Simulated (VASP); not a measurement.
MgO: single point with LDA

MgO:

```
Mg O
1.0
     2.93802    0.00000    0.00000
    -1.46901    2.54440    0.00000
     0.00000    0.00000    2.67968
Mg O
1 1
Direct
  0.00000 0.00000 0.00000
  0.33333 0.66667 0.50000
```

| Property | Result |
| --- | --- |
| Program | VASP 6.6.1 |
| Task | single point |
| Functional | LDA |
| Potentials or basis | VASP PAW LDA potentials, release 64 (Mg, O) |
| Cutoff | 600 eV |
| k mesh | 4 × 4 × 4 |
| Occupations | gaussian, width 0.01 eV |
| Spin | no spin polarisation |
| Dipole correction | no |
| Further INCAR settings | ALGO = Normal; EDIFF = 1e-06; NBANDS = 11 |

The pressure is -11.2 GPa. The band gap on the k mesh is 2.97 eV, indirect (least direct gap 3.33 eV).

Stress tensor (GPa, compression positive):
```
-10.65   0.00   0.00
  0.00 -10.65   0.00
  0.00   0.00 -12.25
```

Levels at points of the mesh, in eV from the valence-band top:
```tsv
k point	band 1	band 2	band 3	band 4	band 5	band 6	band 7	band 8	band 9
(0.00, 0.00, 0.00)	-17.12	-0.56	-0.56	-0.36	2.97	11.65	15.32	15.32	19.66
(0.50, 0.00, 0.00)	-16.03	-4.92	-1.28	0.00	6.47	10.39	12.91	17.51	18.62
(0.00, 0.00, 0.50)	-15.99	-5.39	-0.04	-0.04	8.18	8.90	17.32	17.32	18.28
(0.50, 0.00, 0.50)	-15.24	-3.72	-3.36	-0.78	5.64	11.23	13.74	14.67	14.95
```

Wall time 3.7 s on 1 thread of Intel Xeon 6975P-C (shared host), peak memory 0.12 GiB.

Caveat: the k points lie up to 0.62 Å⁻¹ apart. A k mesh can miss the band edges.
